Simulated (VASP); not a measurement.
# ZrO2 (Cubic zirconia) (Fm-3m) in VASP: notebook

ZrO2 (Cubic zirconia) is run at these levels: PBE; tasks: single point.

Program: VASP 6.6.1. These are calculated values, not measurements. Logs are shortened: lines on timing, memory, paths and dates and some standing lists are left out, and cuts for length are marked.

## (1) The cell of the first run

It takes space group Fm-3m (No. 225, cubic). Conventional cell: a = 4.931 Å, b = 4.931 Å, c = 4.931 Å, α = 90.00°, β = 90.00°, γ = 90.00°. Within 2.8 Å of Zr (site symmetry m-3m) lie 8 O at 2.14 Å. O (site symmetry -43m) has 4 Zr at 2.14 Å and 6 O at 2.47 Å within 2.8 Å.

## (2) Single point, PBE

Input file INCAR:

```
SYSTEM = ZrO2
  PREC = Accurate
  ENCUT = 600
  EDIFF = 1E-6
  ISMEAR = 0
  SIGMA = 0.01
  LREAL = .FALSE.
  LASPH = .TRUE.
  NELM = 120
  ALGO = Normal
  ISIF = 2
  LWAVE = .FALSE.
  LCHARG = .FALSE.
  GGA = PE
  NBANDS = 19
  GGA_COMPAT = .FALSE.
```

Input file KPOINTS:

```
regular mesh
0
G
  7 7 7
  0 0 0
```

Input file POSCAR:

```
ZrO2
1.0
    0.0000000000      2.4655126745      2.4655126745
    2.4655126745      0.0000000000      2.4655126745
    2.4655126745      2.4655126745      0.0000000000
Zr O
1 2
Direct
    0.0000000000      0.0000000000      0.0000000000
    0.2500000000      0.2500000000      0.2500000000
    0.7500000000      0.7500000000      0.7500000000
```

Potentials or basis: VASP PAW PBE potentials, release 64 (Zr_sv, O).

Launch:

```sh
$ cat potpaw_PBE.64/Zr_sv/POTCAR potpaw_PBE.64/O/POTCAR > POTCAR
$ mpirun -np 1 vasp_std > vasp.out
```

OUTCAR:

```text
SYSTEM = ZrO2
   PREC = Accurate
   ENCUT = 600
   EDIFF = 1E-6
   ISMEAR = 0
   LREAL = .FALSE.
   LASPH = .TRUE.
   NELM = 120
   ISIF = 2
   GGA = PE

 ion  position               nearest neighbor table
   1  0.000  0.000  0.000-   3 2.14   2 2.14   3 2.14   2 2.14   3 2.14   3 2.14   2 2.14   2 2.14

   2  0.250  0.250  0.250-   1 2.14   1 2.14   1 2.14   1 2.14
   3  0.750  0.750  0.750-   1 2.14   1 2.14   1 2.14   1 2.14

  LATTYP: Found a face centered cubic cell.
 ALAT       =     4.9310253490

  Lattice vectors:

 A1 = (   0.0000000000,   2.4655126745,   2.4655126745)
 A2 = (   2.4655126745,   0.0000000000,   2.4655126745)
 A3 = (   2.4655126745,   2.4655126745,   0.0000000000)

Analysis of symmetry for initial positions (statically):
=====================================================================
 Subroutine PRICEL returns:
 Original cell was already a primitive cell.

 Routine SETGRP: Setting up the symmetry group for a
 face centered cubic supercell.

 Subroutine GETGRP returns: Found 48 space group operations
 (whereof 48 operations were pure point group operations)
 out of a pool of 48 trial point group operations.

The static configuration has the point symmetry O_h .

Analysis of symmetry for dynamics (positions and initial velocities):
=====================================================================
 Subroutine PRICEL returns:
 Original cell was already a primitive cell.

 Routine SETGRP: Setting up the symmetry group for a
 face centered cubic supercell.

 Subroutine GETGRP returns: Found 48 space group operations
 (whereof 48 operations were pure point group operations)
 out of a pool of 48 trial point group operations.

The dynamic configuration has the point symmetry O_h .

 Subroutine INISYM returns: Found 48 space group operations
 (whereof 48 operations are pure point group operations),
 and found     1 'primitive' translations

----------------------------------------------------------------------------------------

                                     Primitive cell

  volume of cell :      29.9745

  direct lattice vectors                    reciprocal lattice vectors
     0.000000000  2.465512674  2.465512674    -0.202797578  0.202797578  0.202797578
     2.465512674  0.000000000  2.465512674     0.202797578 -0.202797578  0.202797578
     2.465512674  2.465512674  0.000000000     0.202797578  0.202797578 -0.202797578

  length of vectors
     3.486761462  3.486761462  3.486761462     0.351255710  0.351255710  0.351255710

  position of ions in fractional coordinates (direct lattice)
     0.000000000  0.000000000  0.000000000
     0.250000000  0.250000000  0.250000000
     0.750000000  0.750000000  0.750000000

  ion indices of the primitive-cell ions
   primitive index   ion index
                 1           1
                 2           2
                 3           3

----------------------------------------------------------------------------------------

 KPOINTS: regular mesh

Automatic generation of k-mesh.
 Grid dimensions read from file:
 generate k-points for:    7    7    7

 Generating k-lattice:

  Cartesian coordinates                     Fractional coordinates (reciprocal lattice)
    -0.028971083  0.028971083  0.028971083     0.142857143  0.000000000  0.000000000
     0.028971083 -0.028971083  0.028971083     0.000000000  0.142857143  0.000000000
     0.028971083  0.028971083 -0.028971083     0.000000000  0.000000000  0.142857143

  Length of vectors
     0.050179387  0.050179387  0.050179387

  Shift w.r.t. Gamma in fractional coordinates (k-lattice)
     0.000000000  0.000000000  0.000000000

 Subroutine IBZKPT returns following result:
 ===========================================

 Found     20 irreducible k-points:

 Following reciprocal coordinates:
            Coordinates               Weight
  0.000000  0.000000  0.000000      1.000000
  0.142857  0.000000  0.000000      8.000000
  0.285714  0.000000  0.000000      8.000000
  0.428571  0.000000  0.000000      8.000000
  0.142857  0.142857  0.000000      6.000000
  0.285714  0.142857  0.000000     24.000000
[... 12 lines left out ...]
 -0.428571  0.428571  0.142857     24.000000
 -0.285714  0.428571  0.142857     24.000000
   k-points           NKPTS =     20   k-points in BZ     NKDIM =     20   number of bands    NBANDS=     19
   number of dos      NEDOS =    301   number of ions     NIONS =      3
   total plane-waves  NPLWV =  21952
   dimension x,y,z NGX =    28 NGY =   28 NGZ =   28
   dimension x,y,z NGXF=    56 NGYF=   56 NGZF=   56
   ions per type =               1   2
   NGX,Y,Z   is equivalent  to a cutoff of  13.35, 13.35, 13.35 a.u.
   NGXF,Y,Z  is equivalent  to a cutoff of  26.70, 26.70, 26.70 a.u.
 SYSTEM =  ZrO2
   PREC   = accura    normal or accurate (medium, high low for compatibility)
   ISTART =      0    job   : 0-new  1-cont  2-samecut
   ICHARG =      2    charge: 1-file 2-atom 10-const
   ISPIN  =      1    spin polarized calculation?
   LNONCOLLINEAR =      F non collinear calculations
   LSORBIT =      F    spin-orbit coupling
   LASPH  =      T    aspherical Exc in radial PAW
   ENCUT  =  600.0 eV  44.10 Ry    6.64 a.u.   6.96  6.96  6.96*2*pi/ulx,y,z
   NELM   =    120;   NELMIN=  2; NELMDL= -5     # of ELM steps
   EDIFF  = 0.1E-05   stopping-criterion for ELM
   LREAL  =      F    real-space projection
   EDIFFG = 0.1E-04   stopping-criterion for IOM
   NSW    =      0    number of steps for IOM
   IBRION =     -1    ionic relax: 0-MD 1-quasi-New 2-CG
   NFREE  =      0    steps in history (QN), initial steepest desc. (CG)
   ISIF   =      2    stress and relaxation
   ISYM   =      2    0-nonsym 1-usesym 2-fastsym
   POTIM  = 0.5000    time-step for ionic-motion
   TEBEG  =    0.0;   TEEND  =   0.0 temperature during run
   PSTRESS=    0.0 pullay stress
   NELECT =      24.0000    total number of electrons
   NUPDOWN=      -1.0000    fix difference up-down
   EMIN   =  10.00;   EMAX   =-10.00  energy-range for DOS
   EFERMI =   0.00;   METHOD = LEGACY
   ISMEAR =     0;   SIGMA  =   0.01  broadening in eV -4-tet -1-fermi 0-gaus
   EFERMI_NEDOS =   21; number of points for ismear=-14 and -15
   IALGO  =     38    algorithm
   IMIX   =      4    mixing-type and parameters
     AMIX     =   0.40;   BMIX     =  1.00
     AMIX_MAG =   1.60;   BMIX_MAG =  1.00
  volume/ion in A,a.u.               =       9.99        67.43
  Fermi-wavevector in a.u.,A,eV,Ry     =   1.520179  2.872721 31.442297  2.310944
  Thomas-Fermi vector in A             =   2.629064
   LORBIT       =      0    0 simple, 1 ext, 2 COOP (PROOUT), +10 PAW based schemes
   GGA     = PE    functional components
   LHFCALC =     F    Hartree Fock is set to
   AEXX    =    0.0000 exact exchange contribution
   IVDW    =     0    specifies the selected vdW correction
   LEPSILON=     F    determine dielectric tensor
   LRPA    =     F    only Hartree local field effects (RPA)
 non-spin polarized calculation
 Gauss-broadening in eV      SIGMA  =   0.01
  energy-cutoff  :      600.00
  volume of cell :       29.97
 maximum number of plane-waves:      1011
   NGX = 13   NGY = 13   NGZ = 13

 number of electron      24.0000010 magnetization

 Free energy of the ion-electron system (eV)
  ---------------------------------------------------
  ext. energy  EPLUGINS =         0.00000000
  ---------------------------------------------------
  free energy    TOTEN  =       -28.23298707 eV

  energy without entropy =      -28.23298707  energy(sigma->0) =      -28.23298707

 E-fermi :   8.3375     XC(G=0): -12.3036

 val. band max:        8.2411601791   @ k =  -0.4286   0.4286   0.0000
 cond. band min:      11.9481177827   @ k =   0.0000   0.0000   0.0000
 fundamental gap:      3.7069576037
 Fermi energy:         8.3374712482

 k-point     1 :       0.0000    0.0000    0.0000
  band No.  band energies     occupation
      1     -39.3085      2.00000
      2     -17.1347      2.00000
      3     -17.1347      2.00000
      4     -17.1347      2.00000
      5     -10.3144      2.00000
      6      -7.4070      2.00000
[... 11 lines left out ...]
     18      18.9122      0.00000
     19      23.5290      0.00000

 k-point     2 :       0.1429    0.0000    0.0000
  band No.  band energies     occupation
      1     -39.2940      2.00000
      2     -17.3622      2.00000
      3     -17.1545      2.00000
      4     -17.1545      2.00000
      5      -9.9480      2.00000
      6      -7.6507      2.00000
[... 11 lines left out ...]
     18      18.5616      0.00000
     19      23.2377      0.00000

 k-point     3 :       0.2857    0.0000    0.0000
  band No.  band energies     occupation
      1     -39.2613      2.00000
      2     -17.8127      2.00000
      3     -17.1988      2.00000
      4     -17.1988      2.00000
      5      -9.3458      2.00000
      6      -7.9084      2.00000
[... 11 lines left out ...]
     18      18.5091      0.00000
     19      22.7156      0.00000

 k-point     4 :       0.4286    0.0000    0.0000
  band No.  band energies     occupation
      1     -39.2348      2.00000
      2     -18.1303      2.00000
      3     -17.2338      2.00000
      4     -17.2338      2.00000
      5      -9.2820      2.00000
      6      -7.6269      2.00000
[... 319 lines left out ...]
     18      19.9209      0.00000
     19      24.4888      0.00000

 k-point    19 :      -0.4286    0.4286    0.1429
  band No.  band energies     occupation
      1     -39.2094      2.00000
      2     -18.0873      2.00000
      3     -17.5581      2.00000
      4     -17.3813      2.00000
      5      -8.5817      2.00000
      6      -7.9177      2.00000
[... 11 lines left out ...]
     18      21.0536      0.00000
     19      24.6546      0.00000

 k-point    20 :      -0.2857    0.4286    0.1429
  band No.  band energies     occupation
      1     -39.2072      2.00000
      2     -17.9190      2.00000
      3     -17.7883      2.00000
      4     -17.3724      2.00000
      5      -8.3682      2.00000
      6      -8.0682      2.00000
[... 11 lines left out ...]
     18      21.0609      0.00000
     19      25.0635      0.00000

------------------------ aborting loop because EDIFF is reached ----------------------------------------

  FORCE on cell =-STRESS in cart. coord.  units (eV):
  Direction    XX          YY          ZZ          XY          YZ          ZX
  --------------------------------------------------------------------------------------
  -------------------------------------------------------------------------------------
  Total        6.1911550      6.1911550      6.1911550      0.0000000      0.0000000     -0.0000000
  in kB      330.9257395    330.9257395    330.9257395      0.0000000      0.0000000     -0.0000000
  external PRESSURE =     330.9257395 kB  Pullay stress =       0.0000000 kB

 VOLUME and BASIS-vectors are now :
 -----------------------------------------------------------------------------
  energy-cutoff  :      600.00
  volume of cell :       29.97
      direct lattice vectors                 reciprocal lattice vectors
     0.000000000  2.465512674  2.465512674    -0.202797578  0.202797578  0.202797578
     2.465512674  0.000000000  2.465512674     0.202797578 -0.202797578  0.202797578
     2.465512674  2.465512674  0.000000000     0.202797578  0.202797578 -0.202797578

 POSITION                                       TOTAL-FORCE (eV/Angst)
 -----------------------------------------------------------------------------------
      0.00000      0.00000      0.00000         0.000000     -0.000000      0.000000
      1.23276      1.23276      1.23276        -0.000000     -0.000000     -0.000000
      3.69827      3.69827      3.69827         0.000000      0.000000      0.000000
 -----------------------------------------------------------------------------------
    total drift:                                0.000000      0.000000      0.000000

  FREE ENERGIE OF THE ION-ELECTRON SYSTEM (eV)
  ---------------------------------------------------
  free  energy   TOTEN  =       -28.2329870673 eV

  energy  without entropy=      -28.2329870673  energy(sigma->0) =      -28.23298707
```

Run time: 16 s. Hardware: 1 thread of Intel Xeon Platinum 8488C (Sapphire Rapids), shared host; peak memory 0.16 GiB.

Results:

```
Free energy            : -28.2330 eV
Pressure               : 33.1 GPa
Band gap on the k mesh : 3.71 eV, indirect (least direct gap 4.17 eV)
```

Levels at points of the mesh, in eV from the valence-band top:
```tsv
k point	band 9	band 10	band 11	band 12	band 13	band 14	band 15	band 16
(0.00, 0.00, 0.00)	-5.71	-0.47	-0.47	-0.47	3.71	3.71	7.40	10.67
```

A k mesh can miss the band edges. PBE gaps usually lie below the measured ones, often by a third to a half.

(Continued in part 2 of 3.)
